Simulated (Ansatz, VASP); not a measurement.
**BP: VASP beside Ansatz**

```
B P
1.0
     0.00000    2.22777    2.22777
     2.22777    0.00000    2.22777
     2.22777    2.22777    0.00000
B P
1 1
Cartesian
  0.0000 0.0000 0.0000
  1.1139 1.1139 1.1139
```

Change from the starting cell: volume scaled by 0.94, LAPW.

Alike in both runs: task single point; functional PBE; k mesh 15 × 15 × 15; occupations fermi-dirac, width 0.08 eV; no spin polarisation.

```csv
,VASP,Ansatz
version,VASP 6.6.1,Ansatz 0.2.0
potentials or method,"VASP PAW PBE potentials, release 64 (B, P), cutoff 520 eV","all-electron LAPW, scalar-relativistic"
```

Ansatz gave:

* pressure (GPa): 11.2

**Question.** Which values does VASP return?

**Answer.** Pressure (GPa): 11.0.

Ansatz ran all-electron here, and VASP with PAW potentials.
